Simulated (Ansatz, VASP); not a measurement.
## Fe: VASP beside Ansatz

```
Fe
1.0
    -1.44771    1.44771    1.44771
     1.44771   -1.44771    1.44771
     1.44771    1.44771   -1.44771
Fe
1
Direct
  0.00000 0.00000 0.00000
```

Alike in both runs: task single point; functional PBEsol; k mesh 26 × 26 × 26; occupations fermi-dirac, width 0.05 eV; collinear spin.

|  | VASP | Ansatz |
| --- | --- | --- |
| version | VASP 6.6.1 | Ansatz 0.2.0 |
| potentials or method | VASP PAW PBE potentials, release 64 (Fe), cutoff 520 eV | plane waves (420 eV) with PAW, scalar-relativistic |
| valence electrons in the cell | 8 | 16 |

```tsv
	VASP	Ansatz	Ansatz less VASP
pressure (GPa)	-18.7	-19.2	-0.47
net moment per atom (μB)	2.31	2.28	-0.025
size of the moment on the site where the two differ most (μB)	2.31	2.33	+0.022
```

VASP's potentials were made for PBE, not for PBEsol, and Ansatz warns of the same on its side. Site moments also hang on the region over which each program counts them. VASP's potentials hold 8 valence electrons a cell and Ansatz's 16, so a difference there can come from the potentials and not from the codes.
